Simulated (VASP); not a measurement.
Wanted: the native input for a VASP 6.6.1 run.

```yaml
Task: relaxation of shape and atoms at fixed volume
Functional: PBE
Dispersion: D3(BJ)
Potentials_or_basis: VASP PAW PBE potentials, release 64 (B, N)
Cutoff: 600 eV
k_mesh: 12 × 12 × 4
Occupations: gaussian, width 0.05 eV
Spin: no spin polarisation
Dipole_correction: no
Further_INCAR_settings: ALGO = Normal; EDIFF = 1e-06; IBRION = 2; EDIFFG = -0.01; NSW = 60; ISIF = 4
```

The structure of BN lies in POSCAR:

```
BN
1.0
    2.4620668221      0.0000000000      0.0000000000
   -1.2310334110      2.1322124137      0.0000000000
    0.0000000000      0.0000000000      6.0320467463
B N
2 2
Direct
    0.3333333333      0.6666666667      0.2500000000
    0.6666666667      0.3333333333      0.7500000000
    0.3333333333      0.6666666667      0.7500000000
    0.6666666667      0.3333333333      0.2500000000
```

The input as run:

INCAR

```
ALGO = Normal
EDIFF = 1E-6
EDIFFG = -0.01
ENCUT = 600
GGA = PE
IBRION = 2
ISIF = 4
ISMEAR = 0
IVDW = 12
LASPH = T
LCHARG = F
LREAL = F
LWAVE = F
NELM = 60
NSW = 60
PREC = Accurate
SIGMA = 0.05
```

KPOINTS

```
k-points
0
Gamma
  12 12 4
```

Potentials or basis: VASP PAW PBE potentials, release 64 (B, N).

Launch:

```bash
$ cat potpaw_PBE.64/B/POTCAR potpaw_PBE.64/N/POTCAR > POTCAR
$ mpirun -np 1 vasp_std > vasp.out
```

It gave:

```yaml
Energy_gained_by_relaxing: 11.5 meV/atom
Ionic_steps: 3
Pressure_after_relaxing: 6.2 GPa
Band_gap_on_the_k_mesh: 4.10 eV (least direct gap 4.35 eV)
Dispersion_energy_per_atom: -0.164 eV
```

It took 70 s on 1 thread of Intel Xeon 8259CL, on a shared host, peak memory 0.17 GiB.
